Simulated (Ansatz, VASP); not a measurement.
## BN: VASP beside Ansatz

File INCAR:

```
ALGO = Normal ; EDIFF = 1E-6
ENCUT = 520 ; GGA = PE
ISIF = 2 ; ISMEAR = 0
LASPH = True ; LCHARG = False
LREAL = False ; LWAVE = False
NBANDS = 11 ; NELM = 100
PREC = Accurate ; SIGMA = 0.02
```

The input KPOINTS:

```
k-points
0
Gamma
  6 6 6
```

POSCAR

```
BN
1.0
    0.0000000000      3.4953158300      2.1660912400
    1.2516321000      0.0000000000      2.1660912400
    1.2516321000      3.4953158300      0.0000000000
B N
1 1
Direct
    0.0000486500      0.0000486500      0.9999513500
    0.6666513400      0.6666513400      0.3333486600
```

Input for Ansatz:

```yaml
crystal:
  lattice:
    - [0.0, 3.49531583, 2.16609124]
    - [1.2516321, 0.0, 2.16609124]
    - [1.2516321, 3.49531583, 0.0]
  atoms:
    - { symbol: B, position: [4.865e-05, 4.865e-05, 0.99995135] }
    - { symbol: "N", position: [0.66665134, 0.66665134, 0.33334866] }
basis:
  ecutwfc: 420
kpoints:
  mp_grid: { grid: [6, 6, 6] }
hamiltonian:
  xc: pbe
scf:
  occupations: { method: gaussian, width: 0.02 }
output:
  forces: true
  stress: true
  eigenvalues: true
```

Alike in both runs: task single point; functional PBE; k mesh 6 × 6 × 6; occupations gaussian, width 0.02 eV; no spin polarisation.

```csv
,VASP,Ansatz
version,VASP 6.6.1,Ansatz 0.2.0
potentials or method,"VASP PAW PBE potentials, release 64 (B, N), cutoff 520 eV","scalar-relativistic, plane waves, PAW"
valence electrons in the cell,8,8
```

```tsv
	VASP	Ansatz	Ansatz less VASP
gap on the k mesh at the Fermi level (eV)	3.85	3.85	+0.008
least direct gap on the mesh (eV)	4.55	4.56	+0.004
pressure (GPa)	3.3	3.2	-0.07
traceless stress, the component that is largest in VASP (GPa)	-1.67	-1.46	+0.206
rms of the force components (eV/Å)	0.005	0.005	-0.0001
```

Atom by atom the forces differ by 0.000 eV/Å (rms over components).

The k mesh is coarse, so the values compare programs but aren't converged.
